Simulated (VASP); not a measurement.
# Ca (I4/mmm) in VASP: further runs

The runs below take Ca through single point, with PBE.

All numbers are computed with VASP 6.6.1; they aren't measurements. Logs are shortened: lines on timing, memory, paths and dates and some standing lists are left out, and cuts for length are marked.

## (1) The cell of the first run

The structure is tetragonal, space group I4/mmm (No. 139). The conventional cell has a = 4.105 Å, b = 4.105 Å, c = 5.336 Å, α = 90.00°, β = 90.00°, γ = 90.00°. Ca (site symmetry 4/mmm) has 12 Ca at 3.94 to 4.10 Å within 5.2 Å.

## (2) Single point, PBE

File INCAR:

```
  PREC = Accurate
  ENCUT = 520
  EDIFF = 1E-6
  ISMEAR = 0
  SIGMA = 0.15
  LREAL = False
  LASPH = True
  NELM = 80
  ALGO = Fast
  ISIF = 2
  LWAVE = False
  LCHARG = False
  GGA = PE
  NBANDS = 11
```

File KPOINTS:

```
regular mesh
0
Gamma
  16 16 16
```

File POSCAR:

```
Ca
1.0
   -2.0524231326      2.0524231326      2.6681500724
    2.0524231326     -2.0524231326      2.6681500724
    2.0524231326      2.0524231326     -2.6681500724
Ca
1
Direct
    0.0000000000      0.0000000000      0.0000000000
```

Potentials or basis: VASP PAW PBE potentials, release 64 (Ca_sv).

On the command line:

```console
$ cat potpaw_PBE.64/Ca_sv/POTCAR > POTCAR
$ mpirun -np 1 vasp_std > vasp.out
```

OUTCAR:

```text
PREC = Accurate
   ENCUT = 520
   EDIFF = 1E-6
   ISMEAR = 0
   LREAL = False
   LASPH = True
   NELM = 80
   ISIF = 2
   GGA = PE

 ion  position               nearest neighbor table
   1  0.000  0.000  0.000-

  LATTYP: Found a body centered tetragonal cell.
 ALAT       =     4.1048462652
 C/A-ratio  =     1.3000000000

  Lattice vectors:

 A1 = (  -2.0524231326,   2.0524231326,   2.6681500724)
 A2 = (   2.0524231326,  -2.0524231326,   2.6681500724)
 A3 = (   2.0524231326,   2.0524231326,  -2.6681500724)

Analysis of symmetry for initial positions (statically):
=====================================================================
 Subroutine PRICEL returns:
 Original cell was already a primitive cell.

 Routine SETGRP: Setting up the symmetry group for a
 body centered tetragonal supercell.

 Subroutine GETGRP returns: Found 16 space group operations
 (whereof 16 operations were pure point group operations)
 out of a pool of 16 trial point group operations.

The static configuration has the point symmetry D_4h.

Analysis of symmetry for dynamics (positions and initial velocities):
=====================================================================
 Subroutine PRICEL returns:
 Original cell was already a primitive cell.

 Routine SETGRP: Setting up the symmetry group for a
 body centered tetragonal supercell.

 Subroutine GETGRP returns: Found 16 space group operations
 (whereof 16 operations were pure point group operations)
 out of a pool of 16 trial point group operations.

The dynamic configuration has the point symmetry D_4h.

 Subroutine INISYM returns: Found 16 space group operations
 (whereof 16 operations are pure point group operations),
 and found     1 'primitive' translations

----------------------------------------------------------------------------------------

                                     Primitive cell

  volume of cell :      44.9577

  direct lattice vectors                    reciprocal lattice vectors
    -2.052423133  2.052423133  2.668150072     0.000000000  0.243614483  0.187395756
     2.052423133 -2.052423133  2.668150072     0.243614483  0.000000000  0.187395756
     2.052423133  2.052423133 -2.668150072     0.243614483  0.243614483  0.000000000

  length of vectors
     3.942576092  3.942576092  3.942576092     0.307351892  0.307351892  0.344522906

  position of ions in fractional coordinates (direct lattice)
     0.000000000  0.000000000  0.000000000

  ion indices of the primitive-cell ions
   primitive index   ion index
                 1           1

----------------------------------------------------------------------------------------

 KPOINTS: regular mesh

Automatic generation of k-mesh.
 Grid dimensions read from file:
 generate k-points for:   16   16   16

 Generating k-lattice:

  Cartesian coordinates                     Fractional coordinates (reciprocal lattice)
     0.000000000  0.015225905  0.011712235     0.062500000  0.000000000 -0.000000000
     0.015225905  0.000000000  0.011712235     0.000000000  0.062500000 -0.000000000
     0.015225905  0.015225905  0.000000000     0.000000000  0.000000000  0.062500000

  Length of vectors
     0.019209493  0.019209493  0.021532682

  Shift w.r.t. Gamma in fractional coordinates (k-lattice)
     0.000000000  0.000000000  0.000000000

 Subroutine IBZKPT returns following result:
 ===========================================

 Found    349 irreducible k-points:

 Following reciprocal coordinates:
            Coordinates               Weight
  0.000000  0.000000  0.000000      1.000000
  0.062500  0.000000 -0.000000      8.000000
  0.125000  0.000000 -0.000000      8.000000
  0.187500  0.000000 -0.000000      8.000000
  0.250000  0.000000 -0.000000      8.000000
  0.312500  0.000000 -0.000000      8.000000
[... 16 lines left out ...]
 -0.125000  0.062500  0.000000     16.000000
 -0.062500  0.062500  0.000000      4.000000
 [... further k-points ...]
   k-points           NKPTS =    349   k-points in BZ     NKDIM =    349   number of bands    NBANDS=     11
   number of dos      NEDOS =    301   number of ions     NIONS =      1
   total plane-waves  NPLWV =  27000
   dimension x,y,z NGX =    30 NGY =   30 NGZ =   30
   dimension x,y,z NGXF=    60 NGYF=   60 NGZF=   60
   ions per type =               1
   NGX,Y,Z   is equivalent  to a cutoff of  12.65, 12.65, 12.65 a.u.
   NGXF,Y,Z  is equivalent  to a cutoff of  25.30, 25.30, 25.30 a.u.
 SYSTEM =  unknown system
   PREC   = accura    normal or accurate (medium, high low for compatibility)
   ISTART =      0    job   : 0-new  1-cont  2-samecut
   ICHARG =      2    charge: 1-file 2-atom 10-const
   ISPIN  =      1    spin polarized calculation?
   LNONCOLLINEAR =      F non collinear calculations
   LSORBIT =      F    spin-orbit coupling
   LASPH  =      T    aspherical Exc in radial PAW
   ENCUT  =  520.0 eV  38.22 Ry    6.18 a.u.   7.33  7.33  7.33*2*pi/ulx,y,z
   NELM   =     80;   NELMIN=  2; NELMDL= -5     # of ELM steps
   EDIFF  = 0.1E-05   stopping-criterion for ELM
   LREAL  =      F    real-space projection
   EDIFFG = 0.1E-04   stopping-criterion for IOM
   NSW    =      0    number of steps for IOM
   IBRION =     -1    ionic relax: 0-MD 1-quasi-New 2-CG
   NFREE  =      0    steps in history (QN), initial steepest desc. (CG)
   ISIF   =      2    stress and relaxation
   ISYM   =      2    0-nonsym 1-usesym 2-fastsym
   POTIM  = 0.5000    time-step for ionic-motion
   TEBEG  =    0.0;   TEEND  =   0.0 temperature during run
   PSTRESS=    0.0 pullay stress
   NELECT =      10.0000    total number of electrons
   NUPDOWN=      -1.0000    fix difference up-down
   EMIN   =  10.00;   EMAX   =-10.00  energy-range for DOS
   EFERMI =   0.00;   METHOD = LEGACY
   ISMEAR =     0;   SIGMA  =   0.15  broadening in eV -4-tet -1-fermi 0-gaus
   EFERMI_NEDOS =   21; number of points for ismear=-14 and -15
   IALGO  =     68    algorithm
   IMIX   =      4    mixing-type and parameters
     AMIX     =   0.40;   BMIX     =  1.00
     AMIX_MAG =   1.60;   BMIX_MAG =  1.00
  volume/ion in A,a.u.               =      44.96       303.39
  Fermi-wavevector in a.u.,A,eV,Ry     =   0.991913  1.874443 13.386649  0.983891
  Thomas-Fermi vector in A             =   2.123688
   LORBIT       =      0    0 simple, 1 ext, 2 COOP (PROOUT), +10 PAW based schemes
   GGA     = PE    functional components
   LHFCALC =     F    Hartree Fock is set to
   AEXX    =    0.0000 exact exchange contribution
   IVDW    =     0    specifies the selected vdW correction
   LEPSILON=     F    determine dielectric tensor
   LRPA    =     F    only Hartree local field effects (RPA)
 non-spin polarized calculation
 RMM-DIIS sequential band-by-band and
 Gauss-broadening in eV      SIGMA  =   0.15
  energy-cutoff  :      520.00
  volume of cell :       44.96
 maximum number of plane-waves:      1230
 NGX is ok and might be reduce to    30

 number of electron      10.0000000 magnetization

 Free energy of the ion-electron system (eV)
  ---------------------------------------------------
  ext. energy  EPLUGINS =         0.00000000
  ---------------------------------------------------
  free energy    TOTEN  =        -1.92555259 eV

  energy without entropy =       -1.91004825  energy(sigma->0) =       -1.91780042

 E-fermi :   1.7208     XC(G=0):  -7.5426

 val. band max:        1.7189718196   @ k =  -0.1875  -0.4375   0.0625
 cond. band min:       1.7233236113   @ k =  -0.3750   0.5000   0.1875
 fundamental gap:      0.0043517916
 Fermi energy:         1.7207824851

 k-point     1 :       0.0000    0.0000    0.0000
  band No.  band energies     occupation
      1     -40.4507      2.00000
      2     -21.3754      2.00000
      3     -21.3754      2.00000
      4     -21.3711      2.00000
      5      -2.1956      2.00000
      6       3.8745      0.00000
      7       3.8745      0.00000
      8       4.2058      0.00000
      9       4.7237      0.00000
     10       5.1325      0.00000
     11      10.6251      0.00000

 k-point     2 :       0.0625    0.0000   -0.0000
  band No.  band energies     occupation
      1     -40.4503      2.00000
      2     -21.3787      2.00000
      3     -21.3762      2.00000
      4     -21.3723      2.00000
      5      -2.1318      2.00000
      6       3.8398      0.00000
      7       3.8963      0.00000
      8       4.1967      0.00000
      9       4.7097      0.00000
     10       5.1067      0.00000
     11      10.6918      0.00000

 k-point     3 :       0.1250    0.0000   -0.0000
  band No.  band energies     occupation
      1     -40.4492      2.00000
      2     -21.3902      2.00000
      3     -21.3786      2.00000
      4     -21.3738      2.00000
      5      -1.9428      2.00000
      6       3.6969      0.00000
      7       3.9433      0.00000
      8       4.2133      0.00000
      9       4.6919      0.00000
     10       5.0456      0.00000
     11      10.6061      0.00000

 k-point     4 :       0.1875    0.0000   -0.0000
  band No.  band energies     occupation
      1     -40.4475      2.00000
      2     -21.4080      2.00000
      3     -21.3822      2.00000
      4     -21.3753      2.00000
      5      -1.6352      2.00000
      6       3.4389      0.00000
      7       3.9615      0.00000
      8       4.2625      0.00000
      9       4.7372      0.00000
     10       4.9973      0.00000
     11       9.6889      0.00000

 k-point     5 :       0.2500    0.0000   -0.0000
  band No.  band energies     occupation
      1     -40.4456      2.00000
      2     -21.4291      2.00000
      3     -21.3865      2.00000
      4     -21.3770      2.00000
      5      -1.2209      2.00000
      6       3.1068      0.00000
      7       3.9109      0.00000
      8       4.2793      0.00000
      9       4.8960      0.00000
     10       5.0261      0.00000
     11       8.7175      0.00000
[... 211 lines left out ...]
 k-point    21 :      -0.2500    0.0625    0.0000
  band No.  band energies     occupation
      1     -40.4461      2.00000
      2     -21.4217      2.00000
      3     -21.3852      2.00000
      4     -21.3787      2.00000
      5      -1.3347      2.00000
      6       3.2108      0.00000
      7       3.9378      0.00000
      8       4.2862      0.00000
      9       4.7198      0.00000
     10       5.1056      0.00000
     11       9.1001      0.00000

 k-point    22 :      -0.1875    0.0625    0.0000
  band No.  band energies     occupation
      1     -40.4479      2.00000
      2     -21.4024      2.00000
      3     -21.3811      2.00000
      4     -21.3767      2.00000
      5      -1.7096      2.00000
      6       3.4920      0.00000
      7       3.9957      0.00000
      8       4.2805      0.00000
      9       4.5965      0.00000
     10       5.0719      0.00000
     11      10.0982      0.00000

 k-point    23 :      -0.1250    0.0625    0.0000
  band No.  band energies     occupation
      1     -40.4494      2.00000
      2     -21.3874      2.00000
      3     -21.3780      2.00000
      4     -21.3747      2.00000
      5      -1.9731      2.00000
      6       3.6898      0.00000
      7       3.9671      0.00000
      8       4.2554      0.00000
      9       4.6082      0.00000
     10       5.0929      0.00000
     11      10.8177      0.00000

 k-point    24 :      -0.0625    0.0625    0.0000
  band No.  band energies     occupation
      1     -40.4502      2.00000
      2     -21.3794      2.00000
      3     -21.3763      2.00000
      4     -21.3727      2.00000
      5      -2.1155      2.00000
      6       3.7993      0.00000
      7       3.9157      0.00000
      8       4.2318      0.00000
      9       4.6713      0.00000
     10       5.1161      0.00000
     11      10.7279      0.00000

 [... further k-points ...]
[... 5 lines left out ...]
  --------------------------------------------------------------------------------------
  -------------------------------------------------------------------------------------
  Total       -0.3103655     -0.3103655     -0.2184332      0.0000000      0.0000000      0.0000000
  in kB      -11.0606343    -11.0606343     -7.7844020      0.0000000      0.0000000      0.0000000
  external PRESSURE =      -9.9685569 kB  Pullay stress =       0.0000000 kB

 VOLUME and BASIS-vectors are now :
 -----------------------------------------------------------------------------
  energy-cutoff  :      520.00
  volume of cell :       44.96
      direct lattice vectors                 reciprocal lattice vectors
    -2.052423133  2.052423133  2.668150072     0.000000000  0.243614483  0.187395756
     2.052423133 -2.052423133  2.668150072     0.243614483  0.000000000  0.187395756
     2.052423133  2.052423133 -2.668150072     0.243614483  0.243614483  0.000000000

 POSITION                                       TOTAL-FORCE (eV/Angst)
 -----------------------------------------------------------------------------------
      0.00000      0.00000      0.00000        -0.000000     -0.000000     -0.000000
 -----------------------------------------------------------------------------------
    total drift:                               -0.000000     -0.000000      0.000000

  FREE ENERGIE OF THE ION-ELECTRON SYSTEM (eV)
  ---------------------------------------------------
  free  energy   TOTEN  =        -1.9255525946 eV

  energy  without entropy=       -1.9100482470  energy(sigma->0) =       -1.91780042
```

It took 78 s on 1 thread of Intel Xeon 6975P-C (Granite Rapids), shared host; peak memory 0.29 GiB.

Results:

| Property | Result |
| --- | --- |
| Free energy | -1.9256 eV |
| Pressure | -1.0 GPa |
| Band gap on the k mesh | zero (band 5 reaches 1.98 eV, above the bottom of band 6 at 1.52 eV) |

Levels at points of the mesh, in eV from the Fermi level:
| k point | band 1 | band 2 | band 3 | band 4 | band 5 | band 6 | band 7 | band 8 | band 9 | band 10 |
| --- | --- | --- | --- | --- | --- | --- | --- | --- | --- | --- |
| (0.00, 0.00, 0.00) | -42.17 | -23.10 | -23.10 | -23.09 | -3.92 | 2.15 | 2.15 | 2.49 | 3.00 | 3.41 |
| (0.50, 0.00, 0.00) | -42.16 | -23.20 | -23.12 | -23.10 | -0.96 | -0.20 | 1.92 | 2.37 | 3.76 | 3.96 |
| (0.50, 0.50, 0.00) | -42.16 | -23.20 | -23.14 | -23.12 | -0.49 | 0.61 | 0.69 | 3.81 | 3.89 | 4.15 |
| (0.50, 0.50, 0.50) | -42.16 | -23.20 | -23.15 | -23.15 | -0.24 | 0.48 | 1.42 | 3.86 | 4.04 | 4.04 |

## (3) Single point, PBE

File INCAR:

```
SYSTEM = Ca
PREC     = Accurate       ! precision mode
ENCUT    = 520            ! plane-wave cutoff, eV
EDIFF    = 1E-6           ! SCF threshold, eV
ISMEAR   = 0              ! smearing method
SIGMA    = 0.15           ! smearing width, eV
LREAL    = .FALSE.        ! projectors in reciprocal space
LASPH    = .TRUE.         ! aspherical terms in the spheres
NELM     = 60             ! most SCF steps
ALGO     = Fast           ! electronic algorithm
ISIF     = 2              ! what is computed and relaxed
LWAVE    = .FALSE.        ! write WAVECAR
LCHARG   = .TRUE.         ! write CHGCAR
GGA      = PE             ! functional
LELF     = .TRUE.         ! ELF
LVHAR    = .TRUE.       
NBANDS   = 11             ! bands
```

File KPOINTS:

```
Automatic mesh
0
G
  16 16 16
  0 0 0
```

File POSCAR:

```
Ca
1.0
   -2.3031315389      2.3031315389      2.1188810157
    2.3031315389     -2.3031315389      2.1188810157
    2.3031315389      2.3031315389     -2.1188810157
Ca
1
Direct
    0.0000000000      0.0000000000      0.0000000000
```

Potentials or basis: VASP PAW PBE potentials, release 64 (Ca_sv).

On the command line:

```console
$ cat potpaw_PBE.64/Ca_sv/POTCAR > POTCAR
$ mpirun -np 1 vasp_std > vasp.out
```

It took 81 s on 1 thread of Intel Xeon 6975P-C (Granite Rapids), shared host; peak memory 0.29 GiB.

Results (log left out):

| Property | Result |
| --- | --- |
| Free energy | -1.9132 eV |
| Pressure | -1.0 GPa |
| Band gap on the k mesh | zero (band 5 reaches 2.08 eV, above the bottom of band 6 at 1.52 eV) |

Stress tensor (GPa, compression positive):
```
-1.06  0.00  0.00
 0.00 -1.06  0.00
 0.00  0.00 -0.86
```

Levels at points of the mesh, in eV from the Fermi level:
```
           k point  band 2  band 3  band 4  band 5  band 6  band 7  band 8  band 9
(0.00, 0.00, 0.00)  -23.14  -23.13  -23.13   -3.96    1.97    2.34    2.34    2.93
(0.50, 0.00, 0.00)  -23.25  -23.17  -23.14   -0.80    0.02    1.17    3.12    3.60
(0.50, 0.50, 0.00)  -23.25  -23.18  -23.13   -1.01   -0.24    1.62    2.80    3.32
(0.50, 0.50, 0.50)  -23.22  -23.22  -23.21    0.03    0.17    3.25    3.25    3.90
```

## (4) Single point, PBE

File INCAR:

```
SYSTEM = Ca
PREC = Accurate
ENCUT = 520
EDIFF = 1E-6
ISMEAR = 0
SIGMA = 0.15
LREAL = .False.
LASPH = .True.
NELM = 100
ALGO = Fast
ISIF = 2
LWAVE = .False.
LCHARG = .False.
GGA = PE
NBANDS = 11
```

File KPOINTS:

```
regular mesh
0
Gamma
  16 16 16
  0 0 0
```

File POSCAR:

```
Ca
1.0
   -2.1699536458      2.1699536458      2.3869490104
    2.1699536458     -2.1699536458      2.3869490104
    2.1699536458      2.1699536458     -2.3869490104
Ca
1
Direct
    0.0000000000      0.0000000000      0.0000000000
```

On the command line:

```console
$ cat potpaw_PBE.64/Ca_sv/POTCAR > POTCAR
$ mpirun -np 1 vasp_std > vasp.out
```

Run time: 84 s. Hardware: 1 thread of Intel Xeon 6975P-C (Granite Rapids), shared host; peak memory 0.29 GiB.

It converged, with:

* Free energy: -1.9157 eV
* Pressure: -1.0 GPa
* Band gap on the k mesh: zero (band 5 reaches 2.04 eV, above the bottom of band 6 at 1.60 eV)

Stress tensor (GPa, compression positive):
```
-1.07  0.00  0.00
 0.00 -1.07  0.00
 0.00  0.00 -0.85
```

Levels at points of the mesh, in eV from the Fermi level:
```csv
k point,band 1,band 2,band 3,band 4,band 5,band 6,band 7,band 8,band 9,band 10
"(0.00, 0.00, 0.00)",-42.21,-23.13,-23.13,-23.13,-3.95,2.11,2.11,2.48,2.93,3.38
"(0.50, 0.00, 0.00)",-42.20,-23.24,-23.17,-23.13,-0.93,-0.15,1.50,2.84,3.49,4.09
"(0.50, 0.50, 0.00)",-42.20,-23.24,-23.17,-23.14,-0.73,0.14,1.01,3.39,3.58,4.17
```

## (5) Single point, PBE

This run uses another cell than the first one, of the same volume but with other edges.

File INCAR:

```
  ALGO = Fast
  EDIFF = 1E-6
  ENCUT = 520
  GGA = PE
  ISIF = 2
  ISMEAR = 0
  LASPH = T
  LCHARG = F
  LREAL = F
  LWAVE = F
  NBANDS = 11
  NELM = 80
  PREC = Accurate
  SIGMA = 0.15
```

File KPOINTS:

```
k-points
0
Gamma
  16 16 16
```

File POSCAR:

```
Ca
1.0
   -2.5858911081      2.5858911081      1.6808292203
    2.5858911081     -2.5858911081      1.6808292203
    2.5858911081      2.5858911081     -1.6808292203
Ca
1
Direct
    0.0000000000      0.0000000000      0.0000000000
```

On the command line:

```console
$ cat potpaw_PBE.64/Ca_sv/POTCAR > POTCAR
$ mpirun -np 1 vasp_std > vasp.out
```

It took 82 s on 1 thread of Intel Xeon 6975P-C (Granite Rapids), shared host; peak memory 0.29 GiB.

The run converged. Its results:

```
Free energy            : -1.6574 eV
Pressure               : 0.2 GPa
Band gap on the k mesh : zero (band 5 reaches 2.42 eV, above the bottom of band 6 at 0.98 eV)
```

Stress tensor (GPa, compression positive):
```
-3.09  0.00  0.00
 0.00 -3.09  0.00
 0.00  0.00  6.74
```

Levels at points of the mesh, in eV from the Fermi level:
```tsv
k point	band 1	band 2	band 3	band 4	band 5	band 6	band 7	band 8	band 9	band 10
(0.00, 0.00, 0.00)	-42.17	-23.09	-23.09	-23.03	-3.84	1.20	1.53	3.48	3.48	3.71
(0.50, 0.00, 0.00)	-42.13	-23.35	-23.09	-23.09	-0.31	0.83	0.96	3.09	3.77	3.93
(0.50, 0.50, 0.00)	-42.16	-23.18	-23.08	-23.04	-1.53	-0.67	1.63	2.85	3.29	4.22
(0.50, 0.50, 0.50)	-42.15	-23.16	-23.16	-23.05	-0.10	-0.04	1.84	1.84	4.14	4.15
```

## (6) The runs side by side

```csv
cell,gap on the mesh (eV),pressure (GPa)
"a = 3.943 Å, angles 117.3, 117.3, 94.8°, 1 atom",none,-1.0
"a = 3.886 Å, angles 107.3, 107.3, 113.9°, 1 atom",none,-1.0
"a = 3.888 Å, angles 112.1, 112.1, 104.2°, 1 atom",none,-1.0
"a = 4.025 Å, angles 100.0, 100.0, 130.6°, 1 atom",none,0.2
```

Alike in all rows: task single point; level PBE; potentials or basis VASP PAW PBE potentials, release 64 (Ca_sv); no spin polarisation; k mesh 16 × 16 × 16; cutoff (eV) 520; smearing gaussian 0.15 eV.

Absolute energies hang on the potentials; compare differences alone.
